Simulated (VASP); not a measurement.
# GaN in VASP: a series of runs, part 2 of 2

VASP 6.6.1. Earlier steps stand in the parts before.

**3. Single point, PBE (equal xx and yy strain of +3 %)**

Contents of INCAR:

```
SYSTEM = GaN
PREC = Accurate ; ENCUT = 520
EDIFF = 1E-6 ; ISMEAR = -1
SIGMA = 0.02 ; LREAL = .False.
LASPH = .True. ; NELM = 100
ALGO = Normal ; ISIF = 2
LWAVE = .False. ; LCHARG = .False.
GGA = PE ; NBANDS = 16
```

Contents of KPOINTS:

```
Automatic mesh
0
Gamma
  13 13 13
  0 0 0
```

Contents of POSCAR:

```
GaN
1.0
    0.0000000000      2.0522750000      1.9925000000
    2.0522750000      0.0000000000      1.9925000000
    2.0522750000      2.0522750000      0.0000000000
Ga N
1 1
Direct
    0.5000000000      0.5000000000      0.5000000000
    0.0000000000      0.0000000000      0.0000000000
```

Potentials or basis: VASP PAW PBE potentials, release 64 (Ga_d, N).

The run is started by

```console
$ cat potpaw_PBE.64/Ga_d/POTCAR potpaw_PBE.64/N/POTCAR > POTCAR
$ mpirun -np 1 vasp_std > vasp.out
```

It took 21 s on 1 thread of Intel Xeon 6975P-C (Granite Rapids), shared host; peak memory 0.18 GiB.

The run converged. Its results:

| Item | Value |
| --- | --- |
| Free energy | -10.8655 eV |
| Pressure | 44.7 GPa |
| Band gap on the k mesh | 1.26 eV (least direct gap 4.25 eV) |

Stress tensor (GPa, compression positive):
```
40.78  0.00  0.00
 0.00 40.78  0.00
 0.00  0.00 52.47
```

Levels at points of the mesh, in eV from the valence-band top:
```csv
k point,band 5,band 6,band 7,band 8,band 9,band 10,band 11,band 12,band 13,band 14
"(0.00, 0.00, 0.00)",-13.89,-13.84,-0.87,-0.59,-0.59,3.66,15.35,15.35,15.58,16.48
```

Caveat: the cell differs from its parent crystal (equal xx and yy strain of +3 %); the cell stands under pressure; an odd mesh through Γ misses points on the zone boundary, where band edges can lie.

**4. Single point, PBE (equal xy, yz and zx shear strains of -1 %)**

Contents of INCAR:

```
ALGO     = Normal         # electronic algorithm
EDIFF    = 1E-6           # SCF threshold, eV
ENCUT    = 520            # plane-wave cutoff, eV
GGA      = PE             # functional
ISIF     = 2              # what is computed and relaxed
ISMEAR   = -1             # smearing method
LASPH    = T              # aspherical terms in the spheres
LCHARG   = T              # write CHGCAR
LELF     = T              # ELF
LREAL    = F              # projectors in reciprocal space
LVHAR    = T            
LWAVE    = F              # write WAVECAR
NBANDS   = 16             # bands
NELM     = 100            # most SCF steps
PREC     = Accurate       # precision mode
SIGMA    = 0.02           # smearing width, eV
```

Contents of KPOINTS:

```
k-points
0
Gamma
  13 13 13
```

Contents of POSCAR:

```
GaN
1.0
   -0.0199250000      1.9825375000      1.9825375000
    1.9825375000     -0.0199250000      1.9825375000
    1.9825375000      1.9825375000     -0.0199250000
Ga N
1 1
Direct
    0.5000000000      0.5000000000      0.5000000000
    0.0000000000      0.0000000000      0.0000000000
```

The run is started by

```console
$ cat potpaw_PBE.64/Ga_d/POTCAR potpaw_PBE.64/N/POTCAR > POTCAR
$ mpirun -np 1 vasp_std > vasp.out
```

Run time: 27 s. Hardware: 1 thread of Intel Xeon 6975P-C (Granite Rapids), shared host; peak memory 0.18 GiB.

It converged, with:

```yaml
Free_energy: -10.5316 eV
Pressure: 70.3 GPa
Band_gap_on_the_k_mesh: 1.86 eV (least direct gap 5.06 eV)
```

Stress tensor (GPa, compression positive):
```
70.28  2.60  2.60
 2.60 70.28  2.60
 2.60  2.60 70.28
```

Levels at points of the mesh, in eV from the valence-band top:
```tsv
k point	band 5	band 6	band 7	band 8	band 9	band 10	band 11	band 12	band 13	band 14
(0.00, 0.00, 0.00)	-13.89	-13.89	-0.87	-0.87	-0.65	4.41	15.60	15.60	16.12	16.61
```

Caveat: the cell differs from its parent crystal (equal xy, yz and zx shear strains of -1 %); the cell stands under pressure; an odd mesh through Γ misses points on the zone boundary, where band edges can lie.

**5. Single point, PBE (equal xy, yz and zx shear strains of -2 %)**

Contents of INCAR:

```
SYSTEM = GaN
ALGO = Normal
EDIFF = 1E-6
ENCUT = 520
GGA = PE
ISIF = 2
ISMEAR = -1
LASPH = .TRUE.
LCHARG = .FALSE.
LREAL = .FALSE.
LWAVE = .FALSE.
NBANDS = 16
NELM = 100
PREC = Accurate
SIGMA = 0.02
```

Contents of KPOINTS:

```
k-points
0
G
  13 13 13
  0 0 0
```

Contents of POSCAR:

```
GaN
1.0
   -0.0398500000      1.9725750000      1.9725750000
    1.9725750000     -0.0398500000      1.9725750000
    1.9725750000      1.9725750000     -0.0398500000
Ga N
1 1
Direct
    0.5000000000      0.5000000000      0.5000000000
    0.0000000000      0.0000000000      0.0000000000
```

Potentials or basis: VASP PAW PBE potentials, release 64 (Ga_d, N).

The run is started by

```console
$ cat potpaw_PBE.64/Ga_d/POTCAR potpaw_PBE.64/N/POTCAR > POTCAR
$ mpirun -np 1 vasp_std > vasp.out
```

OUTCAR:

```text
SYSTEM = GaN
   EDIFF = 1E-6
   ENCUT = 520
   GGA = PE
   ISIF = 2
   ISMEAR = -1
   LASPH = .TRUE.
   LREAL = .FALSE.
   NELM = 100
   PREC = Accurate

 ion  position               nearest neighbor table
   1  0.500  0.500  0.500-   2 1.99   2 1.99   2 1.99   2 1.99   2 1.99   2 1.99
   2  0.000  0.000  0.000-   1 1.99   1 1.99   1 1.99   1 1.99   1 1.99   1 1.99

  LATTYP: Found a trigonal (rhomboedric) cell.
 ALAT       =     2.7899269316
 COS(alpha) =     0.4797000918

  Lattice vectors:

[... 643 lines left out ...]
------------------------ aborting loop because EDIFF is reached ----------------------------------------

  FORCE on cell =-STRESS in cart. coord.  units (eV):
  Direction    XX          YY          ZZ          XY          YZ          ZX
  --------------------------------------------------------------------------------------
  -------------------------------------------------------------------------------------
  Total        6.9496250      6.9496250      6.9496250      0.5063344      0.5063344      0.5063344
  in kB      704.0088874    704.0088874    704.0088874     51.2925380     51.2925380     51.2925380
  external PRESSURE =     704.0088874 kB  Pullay stress =       0.0000000 kB

 VOLUME and BASIS-vectors are now :
 -----------------------------------------------------------------------------
  energy-cutoff  :      520.00
  volume of cell :       15.82
      direct lattice vectors                 reciprocal lattice vectors
    -0.039850000  1.972575000  1.972575000    -0.245921194  0.250991734  0.250991734
     1.972575000 -0.039850000  1.972575000     0.250991734 -0.245921194  0.250991734
     1.972575000  1.972575000 -0.039850000     0.250991734  0.250991734 -0.245921194

 POSITION                                       TOTAL-FORCE (eV/Angst)
 -----------------------------------------------------------------------------------
      1.95265      1.95265      1.95265        -0.000000      0.000000      0.000000
      0.00000      0.00000      0.00000         0.000000     -0.000000     -0.000000
 -----------------------------------------------------------------------------------
    total drift:                                0.000000     -0.000000      0.000000

  FREE ENERGIE OF THE ION-ELECTRON SYSTEM (eV)
  ---------------------------------------------------
  free  energy   TOTEN  =       -10.5184723850 eV

  energy  without entropy=      -10.5184723849  energy(sigma->0) =      -10.51847238
```

stdout:

```text
POSCAR found type information on POSCAR GaN
 POSCAR found :  2 types and       2 ions
 scaLAPACK will be used
 LDA part: xc-table for (Slater+PW92), standard interpolation
 POSCAR, INCAR and KPOINTS ok, starting setup
 FFT: planning ... GRIDC
 FFT: planning ... GRID_SOFT
 FFT: planning ... GRID
 WAVECAR not read
 entering main loop
```

It took 24 s on 1 thread of Intel Xeon 6975P-C (Granite Rapids), shared host; peak memory 0.18 GiB.

What came out:

* Free energy: -10.5185 eV
* Pressure: 70.4 GPa
* Band gap on the k mesh: 1.81 eV (least direct gap 4.89 eV)

Levels at points of the mesh, in eV from the valence-band top:
```csv
k point,band 5,band 6,band 7,band 8,band 9,band 10,band 11,band 12,band 13,band 14
"(0.00, 0.00, 0.00)",-13.94,-13.94,-0.98,-0.98,-0.55,4.34,15.39,15.39,16.46,16.51
```

Caveat: the cell differs from its parent crystal (equal xy, yz and zx shear strains of -2 %); the cell stands under pressure; an odd mesh through Γ misses points on the zone boundary, where band edges can lie.

**6. The runs side by side**

| cell | gap on the mesh (eV) | pressure (GPa) |
| --- | --- | --- |
| a = 2.804, b = 2.804, c = 2.790 Å, angles 60.2, 60.2, 59.7°, 2 atoms | 1.99 | 80.6 |
| a = 2.860, b = 2.860, c = 2.902 Å, angles 59.5, 59.5, 61.0°, 2 atoms | 1.26 | 44.7 |
| a = 2.804 Å, angles 60.7°, 2 atoms | 1.86 | 70.3 |
| a = 2.790 Å, angles 61.3°, 2 atoms | 1.81 | 70.4 |

Alike in all rows: task single point; level PBE; potentials or basis VASP PAW PBE potentials, release 64 (Ga_d, N); no spin polarisation; k mesh 13 × 13 × 13; cutoff (eV) 520; smearing fermi-dirac 0.02 eV.

Caveats: the cell stands under pressure; an odd mesh through Γ misses points on the zone boundary, where band edges can lie.

Total energies depend on the potentials used, so only differences within one code and one set of settings carry meaning.
